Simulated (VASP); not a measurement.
## BaAgF3: electric field gradients with PBE

BaAgF3:

```
Ba Ag F
1.0
     4.57915    0.00000    0.00000
     0.00000    4.57915    0.00000
     0.00000    0.00000    4.57915
Ba Ag F
1 1 3
Direct
  0.00000 0.00000 0.00000
  0.50000 0.50000 0.50000
  0.00000 0.50000 0.50000
  0.50000 0.50000 0.00000
  0.50000 0.00000 0.50000
```

* Program: VASP 6.6.1
* Task: electric field gradients
* Functional: PBE
* Potentials or basis: VASP PAW PBE potentials, release 64 (Ba_sv, Ag, F)
* Cutoff: 520 eV
* k mesh: 8 × 8 × 8
* Occupations: gaussian, width 0.01 eV
* Spin: no spin polarisation
* Dipole correction: no
* Further INCAR settings: ALGO = Normal; EDIFF = 1e-08; NBANDS = 29

* Pressure: 0.0 GPa
* Band gap on the k mesh: 0.26 eV (least direct gap 2.13 eV)
* Largest electric field gradient by atom: Ba -0.0; Ag +0.0; F +23.2 V/Å²

Levels at points of the mesh, in eV from the valence-band top:
| k point | band 19 | band 20 | band 21 | band 22 | band 23 | band 24 |
| --- | --- | --- | --- | --- | --- | --- |
| (0.00, 0.00, 0.00) | -2.50 | -1.98 | -1.98 | 0.26 | 1.59 | 1.59 |
| (0.50, 0.00, 0.00) | -2.02 | -1.96 | -1.03 | 2.15 | 2.30 | 3.32 |
| (0.50, 0.50, 0.00) | -1.78 | -1.61 | 0.00 | 2.38 | 2.86 | 3.94 |
| (0.50, 0.50, 0.50) | -1.76 | 0.00 | 0.00 | 2.13 | 2.13 | 2.13 |

Electric field gradients, principal values (V/Å²):
```tsv
atom	least	middle	greatest (by size)
1 Ba	0.000	0.000	0.000
2 Ag	0.000	0.000	0.000
3 F	-11.599	-11.599	23.197
4 F	-11.599	-11.599	23.197
5 F	-11.599	-11.599	23.197
```

Run time: 70 s on 1 thread of Intel Xeon 8259CL, with other jobs on the host, peak memory 0.24 GiB.

Caveat: semilocal functionals underestimate gaps, and a narrow one can read as zero; without QUAD_EFG the Cq values of the log hold for a quadrupole moment of 1 mb, not for the nuclei; spin-orbit coupling is left out, which moves the levels of the heavy elements. A k mesh can miss the band edges.
